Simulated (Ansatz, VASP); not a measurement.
TiC in VASP and in Ansatz

```
Ti C
1.0
     0.00000    2.15930    2.15930
     2.15930    0.00000    2.15930
     2.15930    2.15930    0.00000
Ti C
1 1
Direct
  0.00000 0.00000 0.00000
  0.50000 0.50000 0.50000
```

Alike in both runs: task single point; functional PBEsol; k mesh 11 × 11 × 11; no spin polarisation.

|  | VASP | Ansatz |
| --- | --- | --- |
| version | VASP 6.6.1 | Ansatz 0.2.0 |
| potentials or method | VASP PAW PBE potentials, release 64 (Ti_sv, C), cutoff 520 eV | plane waves, PAW |
| occupations | fermi-dirac, width 0.1 eV | fermi-dirac |
| valence electrons in the cell | 16 | 16 |

```csv
,VASP,Ansatz,Ansatz less VASP
pressure (GPa),-4.3,-4.5,-0.27
```

VASP's potentials were made for PBE, not for PBEsol. Ansatz's warnings: stress scf threshold loose.
